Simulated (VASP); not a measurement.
LiBe: single point with PBE

Crystal: LiBe.

```
Li Be
1.0
     2.19747   -0.36226   -0.41684
     0.43332    3.63555   -0.92260
    -2.12939    1.64880    5.50136
Li Be
2 2
Direct
  0.60581 0.93786 0.89810
  0.70514 0.43668 0.18541
  0.56193 0.43802 0.62605
  0.75606 0.93679 0.45764
```

The cell was generated, and may not be a known phase.

| Quantity | Value |
| --- | --- |
| Program | VASP 6.6.1 |
| Task | single point |
| Functional | PBE |
| Potentials or basis | VASP PAW PBE potentials, release 64 (Li_sv, Be) |
| Cutoff | 520 eV |
| k mesh | 6 × 6 × 4 |
| Occupations | gaussian, width 0.1 eV |
| Spin | no spin polarisation |

The largest force is 0.012 eV/Å and the band gap on the k mesh is zero (bands 5 and 6 overlap by 4.78 eV).

Forces on the atoms (eV/Å):
```
Li   0.004 -0.006  0.007
Li   0.002  0.008 -0.004
Be  -0.003 -0.012  0.002
Be  -0.003  0.010 -0.005
```

Levels at points of the mesh, in eV from the Fermi level:
```tsv
k point	band 2	band 3	band 4	band 5	band 6	band 7	band 8	band 9
(0.00, 0.00, 0.00)	-46.08	-7.55	-2.87	-1.93	-1.40	3.43	5.10	5.53
(0.50, 0.00, 0.00)	-45.98	-2.27	-2.23	-0.11	3.86	4.72	5.45	5.87
(0.00, 0.50, 0.00)	-46.11	-5.67	-5.65	-2.07	-2.06	2.74	2.76	11.76
(0.50, 0.50, 0.00)	-45.99	-1.72	-1.69	2.09	2.11	2.89	2.92	5.59
(0.00, 0.00, 0.50)	-46.08	-7.40	-4.43	-1.02	1.83	2.30	2.34	4.74
(0.50, 0.00, 0.50)	-45.98	-2.35	-2.22	1.13	1.55	5.34	5.93	6.22
(0.00, 0.50, 0.50)	-46.11	-5.53	-5.52	-2.70	-2.69	5.14	5.15	7.80
(0.50, 0.50, 0.50)	-45.99	-1.50	-1.48	1.14	1.19	3.91	3.93	4.61
```

Run time: 60 s on 1 thread of Oxide Virtual Turin-like Processor, on a shared host, peak memory 0.14 GiB.

Caveat: the k points lie up to 0.46 Å⁻¹ apart, too coarse for converged energies and pressures of a metal.
